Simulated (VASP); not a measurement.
# CdSe (sol) (P6_3mc) in VASP: a series of runs

CdSe (sol) is run at these levels: PBEsol; tasks: single point.

All numbers are computed with VASP 6.6.1; they aren't measurements. Logs are shortened: lines on timing, memory, paths and dates and some standing lists are left out, and cuts for length are marked.

## (1) The cell of the first run

It takes space group P6_3mc (No. 186, hexagonal). Conventional cell: a = 4.259 Å, b = 4.259 Å, c = 6.951 Å, α = 90.00°, β = 90.00°, γ = 120.00°. Cd (site symmetry 3m) has 4 Se at 2.61 Å within 3.4 Å. Se (site symmetry 3m) has 4 Cd at 2.61 Å within 3.4 Å.

## (2) Single point, PBEsol (strained cell)

File INCAR:

```
  PREC = Accurate
  ENCUT = 500
  EDIFF = 1E-6
  ISMEAR = 0
  SIGMA = 0.02
  LREAL = F
  LASPH = T
  NELM = 120
  ALGO = Normal
  ISIF = 2
  LWAVE = F
  LCHARG = F
  GGA = PS
  NBANDS = 26
  GGA_COMPAT = F
```

File KPOINTS:

```
Automatic mesh
0
Gamma
  9 9 4
```

File POSCAR:

```
CdSe
1.0
    4.2590929138      0.0000000000      0.0000000000
   -2.1295464569      3.6884826604      0.0000000000
    0.0000000000      0.0000000000      6.9511811813
Cd Se
2 2
Direct
    0.3333333333      0.6666666667      0.0001850777
    0.6666666667      0.3333333333      0.5001850777
    0.3333333333      0.6666666667      0.3758149223
    0.6666666667      0.3333333333      0.8758149223
```

Potentials or basis: VASP PAW PBE potentials, release 64 (Cd, Se).

Launch:

```sh
cat potpaw_PBE.64/Cd/POTCAR potpaw_PBE.64/Se/POTCAR > POTCAR
mpirun -np 1 vasp_std > vasp.out
```

OUTCAR:

```text
PREC = Accurate
   ENCUT = 500
   EDIFF = 1E-6
   ISMEAR = 0
   LREAL = F
   LASPH = T
   NELM = 120
   ISIF = 2
   GGA = PS

 ion  position               nearest neighbor table
   1  0.333  0.667  0.000-   4 2.61   4 2.61   4 2.61   3 2.61
   2  0.667  0.333  0.500-   3 2.61   3 2.61   3 2.61   4 2.61
   3  0.333  0.667  0.376-   2 2.61   2 2.61   2 2.61   1 2.61
   4  0.667  0.333  0.876-   1 2.61   1 2.61   1 2.61   2 2.61

  LATTYP: Found a hexagonal cell.
 ALAT       =     4.2590929138
 C/A-ratio  =     1.6320801922

  Lattice vectors:

 A1 = (   4.2590929138,   0.0000000000,   0.0000000000)
 A2 = (  -2.1295464569,   3.6884826604,   0.0000000000)
 A3 = (   0.0000000000,   0.0000000000,   6.9511811813)

Analysis of symmetry for initial positions (statically):
=====================================================================
 Subroutine PRICEL returns:
 Original cell was already a primitive cell.

 Routine SETGRP: Setting up the symmetry group for a
 hexagonal supercell.

 Subroutine GETGRP returns: Found 12 space group operations
 (whereof  6 operations were pure point group operations)
 out of a pool of 24 trial point group operations.

The static configuration has the point symmetry C_3v.
 The point group associated with its full space group is C_6v.

Analysis of symmetry for dynamics (positions and initial velocities):
=====================================================================
 Subroutine PRICEL returns:
 Original cell was already a primitive cell.

 Routine SETGRP: Setting up the symmetry group for a
 hexagonal supercell.

 Subroutine GETGRP returns: Found 12 space group operations
 (whereof  6 operations were pure point group operations)
 out of a pool of 24 trial point group operations.

The dynamic configuration has the point symmetry C_3v.
 The point group associated with its full space group is C_6v.

 Subroutine INISYM returns: Found 12 space group operations
 (whereof  6 operations are pure point group operations),
 and found     1 'primitive' translations

----------------------------------------------------------------------------------------

                                     Primitive cell

  volume of cell :     109.2002

  direct lattice vectors                    reciprocal lattice vectors
     4.259092914  0.000000000  0.000000000     0.234791778  0.135557097  0.000000000
    -2.129546457  3.688482660  0.000000000     0.000000000  0.271114193  0.000000000
[... 83 lines left out ...]
   ISPIN  =      1    spin polarized calculation?
   LNONCOLLINEAR =      F non collinear calculations
   LSORBIT =      F    spin-orbit coupling
   LASPH  =      T    aspherical Exc in radial PAW
   ENCUT  =  500.0 eV  36.75 Ry    6.06 a.u.   7.77  7.77 12.67*2*pi/ulx,y,z
   NELM   =    120;   NELMIN=  2; NELMDL= -5     # of ELM steps
   EDIFF  = 0.1E-05   stopping-criterion for ELM
   LREAL  =      F    real-space projection
   EDIFFG = 0.1E-04   stopping-criterion for IOM
   NSW    =      0    number of steps for IOM
   IBRION =     -1    ionic relax: 0-MD 1-quasi-New 2-CG
   NFREE  =      0    steps in history (QN), initial steepest desc. (CG)
   ISIF   =      2    stress and relaxation
   ISYM   =      2    0-nonsym 1-usesym 2-fastsym
   POTIM  = 0.5000    time-step for ionic-motion
   TEBEG  =    0.0;   TEEND  =   0.0 temperature during run
   PSTRESS=    0.0 pullay stress
   NELECT =      36.0000    total number of electrons
   NUPDOWN=      -1.0000    fix difference up-down
   EMIN   =  10.00;   EMAX   =-10.00  energy-range for DOS
   EFERMI =   0.00;   METHOD = LEGACY
   ISMEAR =     0;   SIGMA  =   0.02  broadening in eV -4-tet -1-fermi 0-gaus
   EFERMI_NEDOS =   21; number of points for ismear=-14 and -15
   IALGO  =     38    algorithm
   IMIX   =      4    mixing-type and parameters
     AMIX     =   0.40;   BMIX     =  1.00
     AMIX_MAG =   1.60;   BMIX_MAG =  1.00
  volume/ion in A,a.u.               =      27.30       184.23
  Fermi-wavevector in a.u.,A,eV,Ry     =   1.130927  2.137142 17.401790  1.278995
  Thomas-Fermi vector in A             =   2.267625
   LORBIT       =      0    0 simple, 1 ext, 2 COOP (PROOUT), +10 PAW based schemes
   GGA     = PS    functional components
   LHFCALC =     F    Hartree Fock is set to
   AEXX    =    0.0000 exact exchange contribution
   IVDW    =     0    specifies the selected vdW correction
   LEPSILON=     F    determine dielectric tensor
   LRPA    =     F    only Hartree local field effects (RPA)
 non-spin polarized calculation
 Gauss-broadening in eV      SIGMA  =   0.02
  energy-cutoff  :      500.00
  volume of cell :      109.20
 maximum number of plane-waves:      2802
 NGX is ok and might be reduce to    32
   NGX = 15   NGY = 15   NGZ = 25

 number of electron      35.9999999 magnetization

 Free energy of the ion-electron system (eV)
  ---------------------------------------------------
  ext. energy  EPLUGINS =         0.00000000
  ---------------------------------------------------
  free energy    TOTEN  =       -12.32687034 eV

  energy without entropy =      -12.32687034  energy(sigma->0) =      -12.32687034

 E-fermi :   1.1791     XC(G=0):  -9.2289

 val. band max:        1.0599229235   @ k =   0.0000   0.0000   0.0000
 cond. band min:       1.6632134847   @ k =   0.0000   0.0000   0.0000
 fundamental gap:      0.6032905612
 Fermi energy:         1.1790812036

 k-point     1 :       0.0000    0.0000    0.0000
  band No.  band energies     occupation
      1     -11.7470      2.00000
      2     -11.3336      2.00000
      3      -6.9564      2.00000
      4      -6.9483      2.00000
      5      -6.9483      2.00000
      6      -6.8738      2.00000
[... 685 lines left out ...]
     25       9.7238      0.00000
     26       9.7239      0.00000

 [... further k-points ...]
[... 5 lines left out ...]
  --------------------------------------------------------------------------------------
  -------------------------------------------------------------------------------------
  Total        1.3917946      1.3917946      1.4167708      0.0000000      0.0000000      0.0000000
  in kB       20.4203063     20.4203063     20.7867562      0.0000000      0.0000000      0.0000000
  external PRESSURE =      20.5424563 kB  Pullay stress =       0.0000000 kB

 VOLUME and BASIS-vectors are now :
 -----------------------------------------------------------------------------
  energy-cutoff  :      500.00
  volume of cell :      109.20
      direct lattice vectors                 reciprocal lattice vectors
     4.259092914  0.000000000  0.000000000     0.234791778  0.135557097  0.000000000
    -2.129546457  3.688482660  0.000000000     0.000000000  0.271114193  0.000000000
     0.000000000  0.000000000  6.951181181     0.000000000  0.000000000  0.143860442

 POSITION                                       TOTAL-FORCE (eV/Angst)
 -----------------------------------------------------------------------------------
     -0.00000      2.45899      0.00129         0.000000     -0.000000      0.001344
      2.12955      1.22949      3.47688         0.000000      0.000000      0.001344
     -0.00000      2.45899      2.61236         0.000000     -0.000000     -0.001344
      2.12955      1.22949      6.08795        -0.000000      0.000000     -0.001344
 -----------------------------------------------------------------------------------
    total drift:                               -0.000000     -0.000000      0.001105

  FREE ENERGIE OF THE ION-ELECTRON SYSTEM (eV)
  ---------------------------------------------------
  free  energy   TOTEN  =       -12.3268703356 eV

  energy  without entropy=      -12.3268703356  energy(sigma->0) =      -12.32687034
```

OSZICAR:

```text
N       E                     dE             d eps       ncg     rms          rms(c)
DAV:   1     0.237490139812E+03    0.23749E+03   -0.16850E+04  1872   0.122E+03
DAV:   2    -0.879652901254E+00   -0.23837E+03   -0.22996E+03  2058   0.306E+02
DAV:   3    -0.129883662714E+02   -0.12109E+02   -0.12038E+02  2240   0.700E+01
DAV:   4    -0.130822455286E+02   -0.93879E-01   -0.93796E-01  2050   0.577E+00
DAV:   5    -0.130827958716E+02   -0.55034E-03   -0.55033E-03  2190   0.424E-01    0.904E+00
DAV:   6    -0.123690027741E+02    0.71379E+00   -0.13020E+00  2410   0.124E+01    0.712E+00
DAV:   7    -0.123315154363E+02    0.37487E-01   -0.50802E-01  1956   0.375E+00    0.281E+00
DAV:   8    -0.123273017408E+02    0.42137E-02   -0.59830E-02  1946   0.255E+00    0.382E-01
DAV:   9    -0.123268024374E+02    0.49930E-03   -0.76461E-03  2086   0.105E+00    0.119E-01
DAV:  10    -0.123268186218E+02   -0.16184E-04   -0.71438E-04  1974   0.290E-01    0.591E-02
DAV:  11    -0.123268762193E+02   -0.57598E-04   -0.15857E-04  1962   0.857E-02    0.258E-02
DAV:  12    -0.123268690691E+02    0.71502E-05   -0.46676E-05  2146   0.782E-02    0.953E-03
DAV:  13    -0.123268705253E+02   -0.14561E-05   -0.62991E-06  1930   0.187E-02    0.499E-03
DAV:  14    -0.123268703356E+02    0.18971E-06   -0.50700E-07  1230   0.503E-03
   1 F= -.12326870E+02 E0= -.12326870E+02  d E =-.267232E-19
```

stdout:

```text
POSCAR found type information on POSCAR CdSe
 POSCAR found :  2 types and       4 ions
 scaLAPACK will be used
 -----------------------------------------------------------------------------
|                                                                             |
|                                                                             |
|     You enforced a specific xc type in the INCAR file but a different       |
|     I HOPE YOU KNOW WHAT YOU ARE DOING!                                     |
|                                                                             |
 -----------------------------------------------------------------------------

 LDA part: xc-table for (Slater+PW92), standard interpolation
 POSCAR, INCAR and KPOINTS ok, starting setup
 FFT: planning ... GRIDC
 FFT: planning ... GRID_SOFT
 FFT: planning ... GRID
 WAVECAR not read
 entering main loop
```

Wall time 2.8 min (1 thread of AMD EPYC 7R13, shared host); peak memory 0.24 GiB.

What came out:

```yaml
Free_energy: -12.3269 eV
Pressure: 2.1 GPa
Band_gap_on_the_k_mesh: 0.60 eV, direct
```

Levels at points of the mesh, in eV from the valence-band top:
| k point | band 15 | band 16 | band 17 | band 18 | band 19 | band 20 | band 21 | band 22 |
| --- | --- | --- | --- | --- | --- | --- | --- | --- |
| (0.00, 0.00, 0.00) | -0.82 | -0.06 | 0.00 | 0.00 | 0.60 | 2.13 | 5.78 | 5.78 |
| (0.00, 0.00, 0.50) | -0.43 | -0.43 | -0.43 | -0.43 | 2.33 | 2.33 | 5.79 | 5.79 |

Caveat: the cell differs from its parent crystal (strained cell); the PAW data sets were made with another functional, which shifts forces and pressure a little.

## (3) Single point, PBEsol

File INCAR:

```
SYSTEM = CdSe
PREC = Accurate
ENCUT = 500
EDIFF = 1E-6
ISMEAR = 0
SIGMA = 0.01
LREAL = .FALSE.
LASPH = .TRUE.
NELM = 120
ALGO = Normal
ISIF = 2
LWAVE = .FALSE.
LCHARG = .TRUE.
GGA = PS
LELF = .TRUE.
LVHAR = .TRUE.
NBANDS = 26
GGA_COMPAT = .FALSE.
```

File KPOINTS:

```
regular mesh
0
G
  9 9 4
  0 0 0
```

POSCAR is that of step 2.

Potentials or basis: VASP PAW PBE potentials, release 64 (Cd, Se).

Launch:

```sh
cat potpaw_PBE.64/Cd/POTCAR potpaw_PBE.64/Se/POTCAR > POTCAR
mpirun -np 1 vasp_std > vasp.out
```

OUTCAR:

```text
SYSTEM = CdSe
   PREC = Accurate
   ENCUT = 500
   EDIFF = 1E-6
   ISMEAR = 0
   LREAL = .FALSE.
   LASPH = .TRUE.
   NELM = 120
   ISIF = 2
   GGA = PS

 ion  position               nearest neighbor table
   1  0.333  0.667  0.000-   4 2.61   4 2.61   4 2.61   3 2.61
   2  0.667  0.333  0.500-   3 2.61   3 2.61   3 2.61   4 2.61
   3  0.333  0.667  0.376-   2 2.61   2 2.61   2 2.61   1 2.61
   4  0.667  0.333  0.876-   1 2.61   1 2.61   1 2.61   2 2.61

  LATTYP: Found a hexagonal cell.
 ALAT       =     4.2590929138
 C/A-ratio  =     1.6320801922

[... 889 lines left out ...]

 [... further k-points ...]
[... 5 lines left out ...]
  --------------------------------------------------------------------------------------
  -------------------------------------------------------------------------------------
  Total        1.3917946      1.3917946      1.4167708      0.0000000     -0.0000000      0.0000000
  in kB       20.4203063     20.4203063     20.7867560      0.0000000     -0.0000000      0.0000000
  external PRESSURE =      20.5424562 kB  Pullay stress =       0.0000000 kB

 VOLUME and BASIS-vectors are now :
 -----------------------------------------------------------------------------
  energy-cutoff  :      500.00
  volume of cell :      109.20
      direct lattice vectors                 reciprocal lattice vectors
     4.259092914  0.000000000  0.000000000     0.234791778  0.135557097  0.000000000
    -2.129546457  3.688482660  0.000000000     0.000000000  0.271114193  0.000000000
     0.000000000  0.000000000  6.951181181     0.000000000  0.000000000  0.143860442

 POSITION                                       TOTAL-FORCE (eV/Angst)
 -----------------------------------------------------------------------------------
     -0.00000      2.45899      0.00129        -0.000000      0.000000      0.001344
      2.12955      1.22949      3.47688         0.000000     -0.000000      0.001344
     -0.00000      2.45899      2.61236        -0.000000      0.000000     -0.001344
      2.12955      1.22949      6.08795         0.000000     -0.000000     -0.001344
 -----------------------------------------------------------------------------------
    total drift:                               -0.000000     -0.000000      0.001105

  FREE ENERGIE OF THE ION-ELECTRON SYSTEM (eV)
  ---------------------------------------------------
  free  energy   TOTEN  =       -12.3268703356 eV

  energy  without entropy=      -12.3268703356  energy(sigma->0) =      -12.32687034
```

OSZICAR:

```text
N       E                     dE             d eps       ncg     rms          rms(c)
DAV:   1     0.237490675264E+03    0.23749E+03   -0.16850E+04  1872   0.122E+03
DAV:   2    -0.879587260650E+00   -0.23837E+03   -0.22997E+03  2058   0.306E+02
DAV:   3    -0.129883662714E+02   -0.12109E+02   -0.12038E+02  2240   0.700E+01
DAV:   4    -0.130822455286E+02   -0.93879E-01   -0.93796E-01  2050   0.577E+00
DAV:   5    -0.130827958716E+02   -0.55034E-03   -0.55033E-03  2190   0.424E-01    0.904E+00
DAV:   6    -0.123690027741E+02    0.71379E+00   -0.13020E+00  2410   0.124E+01    0.712E+00
DAV:   7    -0.123315154362E+02    0.37487E-01   -0.50802E-01  1956   0.375E+00    0.281E+00
DAV:   8    -0.123273017408E+02    0.42137E-02   -0.59830E-02  1946   0.255E+00    0.382E-01
DAV:   9    -0.123268024374E+02    0.49930E-03   -0.76461E-03  2086   0.105E+00    0.119E-01
DAV:  10    -0.123268186219E+02   -0.16184E-04   -0.71438E-04  1974   0.290E-01    0.591E-02
DAV:  11    -0.123268762195E+02   -0.57598E-04   -0.15857E-04  1962   0.857E-02    0.258E-02
DAV:  12    -0.123268690691E+02    0.71503E-05   -0.46676E-05  2146   0.782E-02    0.953E-03
DAV:  13    -0.123268705252E+02   -0.14561E-05   -0.62991E-06  1930   0.187E-02    0.499E-03
DAV:  14    -0.123268703356E+02    0.18962E-06   -0.50700E-07  1230   0.503E-03
   1 F= -.12326870E+02 E0= -.12326870E+02  d E =-.418000E-14
```

Wall time 2.3 min (1 thread of AMD EPYC 7R13, shared host); peak memory 0.24 GiB.

What came out:

```yaml
Free_energy: -12.3269 eV
Pressure: 2.1 GPa
Band_gap_on_the_k_mesh: 0.60 eV, direct
```

Caveat: the PAW data sets were made with another functional, which shifts forces and pressure a little. As with any semilocal functional, this PBEsol gap is likely too small.

## (4) Single point, PBEsol

File INCAR:

```
PREC = Accurate
ENCUT = 500
EDIFF = 1E-6
ISMEAR = 0
SIGMA = 0.01
LREAL = False
LASPH = True
NELM = 120
ALGO = Normal
ISIF = 2
LWAVE = False
LCHARG = False
GGA = PS
NBANDS = 26
GGA_COMPAT = False
```

File KPOINTS:

```
regular mesh
0
Gamma
  9 9 4
```

POSCAR is that of step 3.

Launch:

```sh
cat potpaw_PBE.64/Cd/POTCAR potpaw_PBE.64/Se/POTCAR > POTCAR
mpirun -np 1 vasp_std > vasp.out
```

It took 2.2 min on 1 thread of AMD EPYC 7R13, shared host; peak memory 0.24 GiB.

The run converged. Its results:

```yaml
Free_energy: -12.3269 eV
Pressure: 2.1 GPa
Band_gap_on_the_k_mesh: 0.60 eV, direct
```

Levels at points of the mesh, in eV from the valence-band top:
```
           k point  band 14  band 15  band 16  band 17  band 18  band 19  band 20  band 21  band 22  band 23
(0.00, 0.00, 0.00)    -0.82    -0.82    -0.06     0.00     0.00     0.60     2.13     5.78     5.78     6.06
(0.00, 0.00, 0.50)    -2.79    -0.43    -0.43    -0.43    -0.43     2.33     2.33     5.79     5.79     6.19
```

Caveat: the PAW data sets were made with another functional, which shifts forces and pressure a little.
